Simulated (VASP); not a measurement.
**WC: single point with PBEsol**

Crystal: WC.

```xyz
2
Lattice="2.8613 0.0000 0.0000 -1.4307 2.4780 0.0000 0.0000 0.0000 2.7908" Properties=species:S:1:pos:R:3 pbc="T T T"
W     0.0000    0.0000    0.0000
C     1.4307    0.8260    1.3954
```

```json
{
 "Program": "VASP 6.6.1",
 "Task": "single point",
 "Functional": "PBEsol",
 "Potentials or basis": "VASP PAW PBE potentials, release 64 (W_sv, C)",
 "Cutoff": "520 eV",
 "k mesh": "14 × 14 × 13",
 "Occupations": "fermi-dirac, width 0.05 eV",
 "Spin": "no spin polarisation",
 "Dipole correction": "no",
 "Further INCAR settings": "ALGO = Normal; EDIFF = 1e-06; NBANDS = 16"
}
```

| Property | Result |
| --- | --- |
| Pressure | 18.9 GPa |
| Band gap on the k mesh | zero (bands 9 and 10 overlap by 1.41 eV) |

Stress tensor (GPa, compression positive):
```
17.80  0.00  0.00
 0.00 17.80  0.00
 0.00  0.00 21.19
```

Levels at points of the mesh, in eV from the Fermi level:
| k point | band 6 | band 7 | band 8 | band 9 | band 10 | band 11 | band 12 | band 13 |
| --- | --- | --- | --- | --- | --- | --- | --- | --- |
| (0.00, 0.00, 0.00) | -4.62 | -3.55 | -3.55 | 0.13 | 3.45 | 3.45 | 5.92 | 5.92 |
| (0.50, 0.00, 0.00) | -7.27 | -3.83 | -3.83 | -0.47 | 2.48 | 4.82 | 5.22 | 7.16 |

Run time: 40 s on 1 thread of Intel(R) Xeon(R) Platinum 8259CL CPU @ 2.50GHz (Skylake/Cascade Lake), on a shared host, peak memory 0.18 GiB.

Caveat: the cell stands under pressure; the PAW data sets were made with another functional, which shifts forces and pressure a little; spin-orbit coupling is left out, which moves the levels of the heavy elements.
